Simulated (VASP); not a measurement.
A run of VASP 6.6.1 is set up as follows.

The input INCAR:

```
ALGO = Fast
EDIFF = 1E-6
ENCUT = 520
GGA = PE
ISIF = 2
ISMEAR = 0
LASPH = True
LCHARG = False
LREAL = False
LWAVE = False
NBANDS = 14
NELM = 80
PREC = Accurate
SIGMA = 0.15
```

Contents of KPOINTS:

```
k-points
0
Gamma
  18 18 10
```

File POSCAR:

```
TiAl
1.0
    2.8809683428      0.0000000000      0.0000000000
   -1.4404841714      2.4949917724      0.0000000000
    0.0000000000      0.0000000000      4.8343000000
Ti Al
1 1
Direct
    0.0000000000      0.0000000000      0.0000000000
    0.3333333333      0.6666666667      0.5000000000
```

Potentials or basis: VASP PAW PBE potentials, release 64 (Ti_sv, Al).

Command:

```sh
$ cat potpaw_PBE.64/Ti_sv/POTCAR potpaw_PBE.64/Al/POTCAR > POTCAR
$ mpirun -np 1 vasp_std > vasp.out
```

(1) Estimate the pressure.

## Answers

(1) -4.3 GPa.
